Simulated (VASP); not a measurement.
Input of a VASP 6.6.1 run:

The input INCAR:

```
ALGO     = Normal         # electronic algorithm
EDIFF    = 1E-6           # SCF threshold, eV
ENCUT    = 500            # plane-wave cutoff, eV
GGA      = PE             # functional
GGA_COMPAT= False        
ISIF     = 2              # what is computed and relaxed
ISMEAR   = 0              # smearing method
LASPH    = True           # aspherical terms in the spheres
LCHARG   = False          # write CHGCAR
LREAL    = False          # projectors in reciprocal space
LWAVE    = False          # write WAVECAR
NBANDS   = 16             # bands
NELM     = 120            # most SCF steps
PREC     = Accurate       # precision mode
SIGMA    = 0.02           # smearing width, eV
```

File KPOINTS:

```
k-points
0
Gamma
  8 8 8
```

File POSCAR:

```
AgBr
1.0
    0.0000000000      2.7997811762      2.7997811762
    2.7997811762      0.0000000000      2.7997811762
    2.7997811762      2.7997811762      0.0000000000
Ag Br
1 1
Direct
    0.0000000000      0.0000000000      0.0000000000
    0.5000000000      0.5000000000      0.5000000000
```

Potentials or basis: VASP PAW PBE potentials, release 64 (Ag, Br).

Command:

```sh
$ cat potpaw_PBE.64/Ag/POTCAR potpaw_PBE.64/Br/POTCAR > POTCAR
$ mpirun -np 1 vasp_std > vasp.out
```

Problem. Estimate the pressure.

Solution. 6.8 GPa.

Problem. Estimate the band gap on the k mesh.

Solution. 0.67 eV (least direct gap 2.88 eV).

Caveat: the cell stands under pressure. As with any semilocal functional, this PBE gap is likely too small.
